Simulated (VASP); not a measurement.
# In (Fmmm) in VASP: further runs, part 2 of 2

VASP 6.6.1. The steps go on from the part before.

### Step 3. Single point, PBE (strain -0.0500 x Voigt [0, 0, 0, 0, 0, 1])

File INCAR:

```
PREC = Accurate
ENCUT = 520
EDIFF = 1E-6
ISMEAR = 0
SIGMA = 0.15
LREAL = False
LASPH = True
NELM = 60
ALGO = Fast
ISIF = 2
LWAVE = False
LCHARG = True
GGA = PE
LELF = True
LVHAR = True
NBANDS = 12
```

File KPOINTS:

```
regular mesh
0
Gamma
  18 18 18
```

File POSCAR:

```
In
1.0
   -1.9295883710      1.9295883710      1.8825252400
    1.9295883710     -1.9295883710      1.8825252400
    1.8354621090      1.8354621090     -1.8825252400
In
1
Direct
    0.0000000000      0.0000000000      0.0000000000
```

Potentials or basis: VASP PAW PBE potentials, release 64 (In_d).

The run is started by

```
$ cat potpaw_PBE.64/In_d/POTCAR > POTCAR
$ mpirun -np 1 vasp_std > vasp.out
```

OUTCAR:

```text
PREC = Accurate
   ENCUT = 520
   EDIFF = 1E-6
   ISMEAR = 0
   LREAL = False
   LASPH = True
   NELM = 60
   ISIF = 2
   GGA = PE

 ion  position               nearest neighbor table
   1  0.000  0.000  0.000-

  LATTYP: Found a face centered orthorhombic cell.
 ALAT       =     3.7650504800
 B/A-ratio  =     1.3788582233
 C/A-ratio  =     1.4495689014

  Lattice vectors:

 A1 = (  -0.0941262620,   3.7650504800,   0.0000000000)
 A2 = (  -1.9295883710,   1.9295883710,   1.8825252400)
 A3 = (   1.8354621090,   1.8354621090,   1.8825252400)

Analysis of symmetry for initial positions (statically):
=====================================================================
 Subroutine PRICEL returns:
 Original cell was already a primitive cell.

 Routine SETGRP: Setting up the symmetry group for a
 face centered orthorhombic supercell.

 Subroutine GETGRP returns: Found  8 space group operations
 (whereof  8 operations were pure point group operations)
 out of a pool of  8 trial point group operations.

The static configuration has the point symmetry D_2h.

[... 169 lines left out ...]
      1      -7.4037      2.00000
      2      -7.3613      2.00000
      3      -7.3137      2.00000
      4      -7.0906      2.00000
      5      -7.0870      2.00000
      6      -2.1017      2.00000
      7      17.5673      0.00000
      8      18.2234      0.00000
      9      18.5687      0.00000
     10      20.0813      0.00000
     11      20.2697      0.00000
     12      20.8045      0.00000
[... 331 lines left out ...]
 k-point    24 :      -0.2222    0.0556    0.0000
  band No.  band energies     occupation
      1      -7.4068      2.00000
      2      -7.3376      2.00000
      3      -7.2104      2.00000
      4      -7.1192      2.00000
      5      -7.0881      2.00000
      6      -1.1907      2.00000
      7      12.8980      0.00000
      8      14.5642      0.00000
      9      16.4987      0.00000
     10      19.0658      0.00000
     11      19.4595      0.00000
     12      20.3934      0.00000

 [... further k-points ...]

------------------------ aborting loop because EDIFF is reached ----------------------------------------

  FORCE on cell =-STRESS in cart. coord.  units (eV):
  Direction    XX          YY          ZZ          XY          YZ          ZX
  --------------------------------------------------------------------------------------
  -------------------------------------------------------------------------------------
  Total        0.2527948      0.2527948      0.2498501      0.1046427     -0.0000000      0.0000000
  in kB       15.1868547     15.1868547     15.0099478      6.2864985     -0.0000000      0.0000000
  external PRESSURE =      15.1278857 kB  Pullay stress =       0.0000000 kB

 VOLUME and BASIS-vectors are now :
 -----------------------------------------------------------------------------
  energy-cutoff  :      520.00
  volume of cell :       26.67
      direct lattice vectors                 reciprocal lattice vectors
    -1.929588371  1.929588371  1.882525240     0.006644170  0.265766793  0.265600689
     1.929588371 -1.929588371  1.882525240     0.265766793  0.006644170  0.265600689
     1.835462109  1.835462109 -1.882525240     0.272410963  0.272410963  0.000000000

 POSITION                                       TOTAL-FORCE (eV/Angst)
 -----------------------------------------------------------------------------------
      0.00000      0.00000      0.00000         0.000000      0.000000     -0.000000
 -----------------------------------------------------------------------------------
    total drift:                                0.000000     -0.000000     -0.000000

  FREE ENERGIE OF THE ION-ELECTRON SYSTEM (eV)
  ---------------------------------------------------
  free  energy   TOTEN  =        -2.5452191555 eV

  energy  without entropy=       -2.5403010479  energy(sigma->0) =       -2.54276010
```

OSZICAR:

```text
N       E                     dE             d eps       ncg     rms          rms(c)
DAV:   1     0.780103396190E+02    0.78010E+02   -0.62591E+03 21028   0.135E+03
DAV:   2     0.120934685366E+01   -0.76801E+02   -0.74908E+02 21784   0.290E+02
DAV:   3    -0.248369539248E+01   -0.36930E+01   -0.36811E+01 24652   0.640E+01
DAV:   4    -0.256836073163E+01   -0.84665E-01   -0.84641E-01 26040   0.970E+00
DAV:   5    -0.257207614328E+01   -0.37154E-02   -0.37153E-02 27856   0.178E+00    0.220E+00
RMM:   6    -0.254978938842E+01    0.22287E-01   -0.28185E-02 25584   0.264E+00    0.117E+00
RMM:   7    -0.254532097863E+01    0.44684E-02   -0.11538E-02 24296   0.139E+00    0.245E-01
RMM:   8    -0.254514277603E+01    0.17820E-03   -0.16554E-03 27665   0.635E-01    0.528E-02
RMM:   9    -0.254520594914E+01   -0.63173E-04   -0.57157E-04 31767   0.256E-01    0.554E-02
RMM:  10    -0.254521224082E+01   -0.62917E-05   -0.16872E-04 28536   0.232E-01    0.681E-03
RMM:  11    -0.254521823813E+01   -0.59973E-05   -0.71936E-05 33010   0.905E-02    0.142E-02
RMM:  12    -0.254521917210E+01   -0.93397E-06   -0.12959E-05 28100   0.428E-02    0.322E-02
RMM:  13    -0.254521915553E+01    0.16567E-07   -0.34908E-06 20192   0.278E-02
   1 F= -.25452192E+01 E0= -.25427601E+01  d E =-.491811E-02
```

stdout:

```text
POSCAR found type information on POSCAR In
 POSCAR found :  1 types and       1 ions
 scaLAPACK will be used
 LDA part: xc-table for (Slater+PW92), standard interpolation
 POSCAR, INCAR and KPOINTS ok, starting setup
 FFT: planning ... GRIDC
 FFT: planning ... GRID_SOFT
 FFT: planning ... GRID
 WAVECAR not read
 entering main loop
WARNING in EDDRMM: call to ZHEGV failed, returncode =   8  4     12
WARNING in EDDRMM: call to ZHEGV failed, returncode =   8  4     10
WARNING in EDDRMM: call to ZHEGV failed, returncode =   8  4     12
WARNING in EDDRMM: call to ZHEGV failed, returncode =   8  4     10
WARNING in EDDRMM: call to ZHEGV failed, returncode =   6  3     11
WARNING in EDDRMM: call to ZHEGV failed, returncode =   6  3     11
WARNING in EDDRMM: call to ZHEGV failed, returncode =   6  3     10
WARNING in EDDRMM: call to ZHEGV failed, returncode =   6  3     11
WARNING in EDDRMM: call to ZHEGV failed, returncode =   8  4     10
WARNING in EDDRMM: call to ZHEGV failed, returncode =   6  3     11
WARNING in EDDRMM: call to ZHEGV failed, returncode =   6  3     11
WARNING in EDDRMM: call to ZHEGV failed, returncode =   6  3     11
WARNING in EDDRMM: call to ZHEGV failed, returncode =   6  3     12
WARNING in EDDRMM: call to ZHEGV failed, returncode =   6  3     12
WARNING in EDDRMM: call to ZHEGV failed, returncode =   6  3     11
```

Wall time 3.5 min (1 thread of Intel Xeon Platinum 8259CL at 2.50GHz (Skylake/Cascade Lake), shared host); peak memory 0.37 GiB.

Results:

- Free energy: -2.5452 eV
- Pressure: 1.5 GPa
- Band gap on the k mesh: zero (an odd number of electrons rules out a gap without spin polarisation)

Levels at points of the mesh, in eV from the Fermi level:
```csv
k point,band 3,band 4,band 5,band 6,band 7,band 8,band 9,band 10
"(0.00, 0.00, 0.00)",-14.63,-14.41,-14.40,-9.42,10.25,10.91,11.25,12.76
"(0.50, 0.00, 0.00)",-14.42,-14.41,-14.24,-3.93,-3.12,5.67,7.45,9.49
"(0.50, 0.50, 0.00)",-14.41,-14.39,-14.27,-4.34,-3.26,6.20,7.44,10.22
"(0.00, 0.00, 0.50)",-14.43,-14.43,-14.21,-3.50,-2.96,5.45,7.09,9.68
"(0.50, 0.50, 0.50)",-14.32,-14.29,-14.24,0.91,1.07,1.25,1.47,5.24
```

Caveat: the cell differs from its parent crystal (strain -0.0500 x Voigt [0, 0, 0, 0, 0, 1]); spin-orbit coupling is left out, which moves the levels of the heavy elements.

### Step 4. Single point, PBE (strain +0.0250 x Voigt [0, 0, 0, 0, 0, 1])

File INCAR:

```
SYSTEM = In
  PREC = Accurate
  ENCUT = 520
  EDIFF = 1E-7
  ISMEAR = 0
  SIGMA = 0.15
  LREAL = .False.
  LASPH = .True.
  NELM = 60
  ALGO = Fast
  ISIF = 2
  LWAVE = .False.
  LCHARG = .False.
  GGA = PE
  NBANDS = 12
```

File KPOINTS:

```
regular mesh
0
Gamma
  18 18 18
  0 0 0
```

File POSCAR:

```
In
1.0
   -1.8589936745      1.8589936745      1.8825252400
    1.8589936745     -1.8589936745      1.8825252400
    1.9060568055      1.9060568055     -1.8825252400
In
1
Direct
    0.0000000000      0.0000000000      0.0000000000
```

The run is started by

```
$ cat potpaw_PBE.64/In_d/POTCAR > POTCAR
$ mpirun -np 1 vasp_std > vasp.out
```

Wall time 2.3 min (1 thread of Intel Xeon Platinum 8259CL at 2.50GHz (Skylake/Cascade Lake), shared host); peak memory 0.36 GiB.

The run converged. Its results:

* Free energy: -2.5472 eV
* Pressure: 1.5 GPa
* Band gap on the k mesh: zero (an odd number of electrons rules out a gap without spin polarisation)

Stress tensor (GPa, compression positive):
```
 1.51 -0.29  0.00
-0.29  1.51  0.00
 0.00  0.00  1.48
```

Levels at points of the mesh, in eV from the Fermi level:
| k point | band 2 | band 3 | band 4 | band 5 | band 6 | band 7 | band 8 | band 9 | band 10 | band 11 |
| --- | --- | --- | --- | --- | --- | --- | --- | --- | --- | --- |
| (0.00, 0.00, 0.00) | -14.68 | -14.65 | -14.41 | -14.41 | -9.42 | 10.60 | 10.89 | 11.11 | 12.81 | 12.94 |
| (0.50, 0.00, 0.00) | -14.71 | -14.43 | -14.41 | -14.25 | -3.93 | -3.12 | 5.78 | 7.31 | 9.74 | 10.29 |
| (0.50, 0.50, 0.00) | -14.71 | -14.43 | -14.42 | -14.23 | -3.72 | -3.04 | 5.64 | 7.17 | 9.85 | 9.89 |
| (0.00, 0.00, 0.50) | -14.71 | -14.42 | -14.40 | -14.26 | -4.14 | -3.19 | 6.01 | 7.34 | 10.10 | 10.19 |
| (0.50, 0.50, 0.50) | -14.78 | -14.31 | -14.29 | -14.27 | 0.89 | 1.16 | 1.25 | 1.36 | 5.23 | 5.24 |

Caveat: the cell differs from its parent crystal (strain +0.0250 x Voigt [0, 0, 0, 0, 0, 1]); spin-orbit coupling is left out, which moves the levels of the heavy elements.

### Step 5. Single point, PBE (strain +0.0625 x Voigt [0, 0, 0, 0, 0, 1])

File INCAR:

```
  ALGO = Fast
  EDIFF = 1E-6
  ENCUT = 520
  GGA = PE
  ISIF = 2
  ISMEAR = 0
  LASPH = T
  LCHARG = T
  LELF = T
  LREAL = F
  LVHAR = T
  LWAVE = F
  NBANDS = 12
  NELM = 60
  PREC = Accurate
  SIGMA = 0.15
```

File KPOINTS:

```
k-points
0
Gamma
  18 18 18
```

File POSCAR:

```
In
1.0
   -1.8236963262      1.8236963262      1.8825252400
    1.8236963262     -1.8236963262      1.8825252400
    1.9413541538      1.9413541538     -1.8825252400
In
1
Direct
    0.0000000000      0.0000000000      0.0000000000
```

The run is started by

```
$ cat potpaw_PBE.64/In_d/POTCAR > POTCAR
$ mpirun -np 1 vasp_std > vasp.out
```

Run time: 2.7 min. Hardware: 1 thread of Intel Xeon Platinum 8259CL at 2.50GHz (Skylake/Cascade Lake), shared host; peak memory 0.36 GiB.

It converged, with:

* Free energy: -2.5437 eV
* Pressure: 1.5 GPa
* Band gap on the k mesh: zero (an odd number of electrons rules out a gap without spin polarisation)

Stress tensor (GPa, compression positive):
```
 1.49 -0.77  0.00
-0.77  1.49  0.00
 0.00  0.00  1.56
```

Levels at points of the mesh, in eV from the Fermi level:
| k point | band 3 | band 4 | band 5 | band 6 | band 7 | band 8 | band 9 | band 10 |
| --- | --- | --- | --- | --- | --- | --- | --- | --- |
| (0.00, 0.00, 0.00) | -14.62 | -14.41 | -14.41 | -9.43 | 10.06 | 10.91 | 11.29 | 12.76 |
| (0.50, 0.00, 0.00) | -14.42 | -14.42 | -14.25 | -3.93 | -3.12 | 5.60 | 7.54 | 9.36 |
| (0.50, 0.50, 0.00) | -14.44 | -14.44 | -14.21 | -3.40 | -2.93 | 5.36 | 7.04 | 9.60 |
| (0.00, 0.00, 0.50) | -14.41 | -14.39 | -14.28 | -4.44 | -3.29 | 6.30 | 7.48 | 10.28 |
| (0.50, 0.50, 0.50) | -14.34 | -14.29 | -14.24 | 0.92 | 1.03 | 1.24 | 1.52 | 5.23 |

Caveat: the cell differs from its parent crystal (strain +0.0625 x Voigt [0, 0, 0, 0, 0, 1]); spin-orbit coupling is left out, which moves the levels of the heavy elements.

### Step 6. Overview

```csv
cell,further INCAR settings,gap on the mesh (eV),pressure (GPa)
"a = 3.180, b = 3.180, c = 3.343 Å, angles 109.5, 109.5, 107.4°, 1 atom",ALGO = Fast; EDIFF = 1e-06; NBANDS = 12,none,1.5
"a = 3.315, b = 3.315, c = 3.207 Å, angles 109.5, 109.5, 110.8°, 1 atom",ALGO = Fast; EDIFF = 1e-06; NBANDS = 12,none,1.5
"a = 3.234, b = 3.234, c = 3.288 Å, angles 109.5, 109.5, 108.8°, 1 atom",ALGO = Fast; EDIFF = 1e-07; NBANDS = 12,none,1.5
"a = 3.193, b = 3.193, c = 3.329 Å, angles 109.5, 109.5, 107.7°, 1 atom",ALGO = Fast; EDIFF = 1e-06; NBANDS = 12,none,1.5
```

Alike in all rows: task single point; level PBE; potentials or basis VASP PAW PBE potentials, release 64 (In_d); no spin polarisation; k mesh 18 × 18 × 18; cutoff (eV) 520; smearing gaussian 0.15 eV.

Caveats: spin-orbit coupling is left out, which moves the levels of the heavy elements.

Absolute energies hang on the potentials; compare differences alone.
